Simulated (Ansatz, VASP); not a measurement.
## NaH: VASP beside Ansatz

File POSCAR:

```
NaH
1.0
    0.0529051046      2.4504173962      2.4504173962
    2.4504173962      0.0529051046      2.4504173962
    2.4504173962      2.4504173962      0.0529051046
Na H
1 1
Direct
    0.0000000000      0.0000000000      0.0000000000
    0.5000000000      0.5000000000      0.5000000000
```

The input INCAR.step1:

```
SYSTEM = NaH
ALGO = Normal ; EDIFF = 1E-5
ENCUT = 520 ; GGA = PE
ISIF = 2 ; ISMEAR = 0
LASPH = .TRUE. ; LREAL = .FALSE.
LWAVE = .TRUE. ; NBANDS = 11
NELM = 60 ; PREC = Accurate
SIGMA = 0.01
```

The input INCAR.step2:

```
SYSTEM = NaH
ALGO = Normal ; EDIFF = 1E-6
ENCUT = 520 ; GGA = PE
HFSCREEN = 0.2079 ; ISIF = 2
ISMEAR = 0 ; ISTART = 1
LASPH = .TRUE. ; LCHARG = .TRUE.
LELF = .TRUE. ; LHFCALC = .TRUE.
LREAL = .FALSE. ; LVHAR = .TRUE.
LWAVE = .FALSE. ; NBANDS = 11
NELM = 60 ; PREC = Accurate
PRECFOCK = Normal ; SIGMA = 0.01
```

The input KPOINTS:

```
k-points
0
G
  6 6 6
  0 0 0
```

Input for Ansatz:

```yaml
crystal:
  lattice:
    - [0.0529051046, 2.4504173962, 2.4504173962]
    - [2.4504173962, 0.0529051046, 2.4504173962]
    - [2.4504173962, 2.4504173962, 0.0529051046]
  atoms:
    - { symbol: Na, position: [0.0, 0.0, 0.0] }
    - { symbol: H, position: [0.5, 0.5, 0.5] }
kpoints:
  mp_grid: { grid: [6, 6, 6] }
  band_path:
    path:
      - [0.0, 0.0, 0.0]
      - [0.5, 0.0, 0.5]
      - [0.625, 0.25, 0.625]
      - [0.375, 0.375, 0.75]
      - [0.5, 0.5, 0.5]
      - [0.5, 0.25, 0.75]
      - [0.239583, -0.5, -0.239583]
    npoints: 1
hamiltonian:
  xc: hse06
scf:
  occupations: { method: fixed }
  n_extra_bands: 4
output:
  forces: true
  stress: true
  eigenvalues: true
  write_density: true
  write_potential: true
  elf: true
  volumetric_format: npy
```

Change from the starting cell: shear_111 strain +3.3%.

Alike in both runs: task single point; functional HSE06; k mesh 6 × 6 × 6; no spin polarisation.

```csv
,VASP,Ansatz
version,VASP 6.6.1,Ansatz 0.2.0
potentials or method,"VASP PAW PBE potentials, release 64 (Na_pv, H)","plane waves, PAW"
plane-wave cutoff (eV),520,420
occupations,"gaussian, width 0.01 eV",fixed
valence electrons in the cell,8,10
```

Ansatz gave:

```
gap on the k mesh at the Fermi level (eV)                     : 4.63
pressure (GPa)                                                : -0.6
traceless stress, the component that is largest in VASP (GPa) : -0.53
```

**Question.** Estimate VASP's values.

**Answer.** gap on the k mesh at the Fermi level (eV): 4.62; pressure (GPa): -0.6; traceless stress, the component that is largest in VASP (GPa): -0.53.

VASP's potentials hold 8 valence electrons a cell and Ansatz's 10, so a difference there can come from the potentials and not from the codes. Ansatz's warnings: stress exchange threshold loose, stress scf threshold loose.
